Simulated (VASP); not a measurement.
Wanted: the native input for a VASP 6.6.1 run.

```
Task                   : single point
Functional             : PBE
Dispersion             : D3(BJ)
Potentials or basis    : VASP PAW PBE potentials, release 64 (Pd)
Cutoff                 : 500 eV
k mesh                 : 12 × 12 × 12
Occupations            : fermi-dirac, width 0.05 eV
Spin                   : collinear spin, ferromagnetic start
Starting moments       : [1.0] μB
Fixed moment           : 1 μB
Dipole correction      : no
Further INCAR settings : ALGO = Normal; EDIFF = 1e-06; NBANDS = 15
```

The structure of Pd lies in POSCAR:

```
Pd
1.0
    0.0000000000      1.9067643606      1.9067643606
    1.9067643606      0.0000000000      1.9067643606
    1.9067643606      1.9067643606      0.0000000000
Pd
1
Direct
    0.0000000000      0.0000000000      0.0000000000
```

This cell differs from its parent crystal: volume scaled by 0.94.

The input as run:

INCAR

```
SYSTEM = Pd
PREC = Accurate
ENCUT = 500
EDIFF = 1E-6
ISMEAR = -1
SIGMA = 0.05
LREAL = .False.
LASPH = .True.
NELM = 200
ALGO = Normal
ISIF = 2
LWAVE = .False.
LCHARG = .False.
ISPIN = 2
MAGMOM = 1
LORBIT = 11
NUPDOWN = 1.0
LMAXMIX = 4
GGA = PE
IVDW = 12
NBANDS = 15
GGA_COMPAT = .False.
```

KPOINTS

```
regular mesh
0
Gamma
  12 12 12
  0 0 0
```

Potentials or basis: VASP PAW PBE potentials, release 64 (Pd).

Launch:

```console
$ cat potpaw_PBE.64/Pd/POTCAR > POTCAR
$ mpirun -np 1 vasp_std > vasp.out
```

It gave:

The pressure is 18.4 GPa, the net moment is 1.00 μB per cell and the site moments are Pd +0.97 μB. The valence electrons inside the program's atomic spheres are Pd 9.56 and the dispersion energy per atom is -0.713 eV.

Caveat: three body term missing; the total moment is fixed, so each spin has its own Fermi level.

It took 25 s on 1 thread of AMD EPYC 7R13 Processor (Zen 3), with other jobs on the host, peak memory 0.12 GiB.
